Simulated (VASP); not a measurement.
Input of a VASP 6.6.1 run:

Contents of INCAR:

```
SYSTEM = Sn
PREC = Accurate
ENCUT = 520
EDIFF = 1E-6
ISMEAR = 0
SIGMA = 0.15
LREAL = .FALSE.
LASPH = .TRUE.
NELM = 100
ALGO = Normal
ISIF = 2
LWAVE = .FALSE.
LCHARG = .FALSE.
GGA = PS
NBANDS = 21
```

The input KPOINTS:

```
regular mesh
0
G
  12 12 12
  0 0 0
```

POSCAR

```
Sn
1.0
    0.0000000000      3.2456000000      3.2456000000
    3.2456000000      0.0000000000      3.2456000000
    3.2456000000      3.2456000000      0.0000000000
Sn
2
Direct
    0.5000000000      0.5000000000      0.5000000000
    0.7500000000      0.7500000000      0.7500000000
```

Potentials or basis: VASP PAW PBE potentials, release 64 (Sn_d).

Run with:

```sh
$ cat potpaw_PBE.64/Sn_d/POTCAR > POTCAR
$ mpirun -np 1 vasp_std > vasp.out
```

(1) Predict the band gap on the k mesh.

(2) Estimate the pressure.

Results:

(1) zero (bands 14 and 15 overlap by 0.15 eV).

(2) 0.9 GPa.

Caveat: the PAW data sets were made with another functional, which shifts forces and pressure a little; spin-orbit coupling is left out, which moves the levels of the heavy elements.
